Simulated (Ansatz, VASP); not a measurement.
## One calculation of CoSi, two programs

```
Co Si
1.0
     2.95320    0.00000    0.00000
    -1.47660    2.55754    0.00000
     0.00000    0.00000    4.73922
Co Si
2 2
Direct
  0.00000 0.00000 0.00000
  0.00000 0.00000 0.50000
  0.33333 0.66667 0.25000
  0.66667 0.33333 0.75000
```

Change from the starting cell: volume scaled by 0.72, PAW files.

Alike in both runs: task single point; functional PBE; k mesh 12 × 12 × 7; occupations fermi-dirac, width 0.08 eV; no spin polarisation.

|  | VASP | Ansatz |
| --- | --- | --- |
| version | VASP 6.6.1 | Ansatz 0.2.0 |
| potentials or method | VASP PAW PBE potentials, release 64 (Co, Si) | PAW with Ansatz's default frozen-core files, scalar-relativistic |
| plane-wave cutoff (eV) | 520 | 420 |
| valence electrons in the cell | 26 | 42 |

```csv
,VASP,Ansatz,Ansatz less VASP
pressure (GPa),117.9,117.4,-0.53
"traceless stress, the component that is largest in VASP (GPa)",0.12,0.17,+0.044
```

Both programs put the cell under a high pressure, so it lies far from rest at this level. With one functional, cell and mesh, what is left measures potentials, basis and numerics. VASP's potentials hold 26 valence electrons a cell and Ansatz's 42, so a difference there can come from the potentials and not from the codes.

Noted on VASP's run: the cell as given lies far from equilibrium.
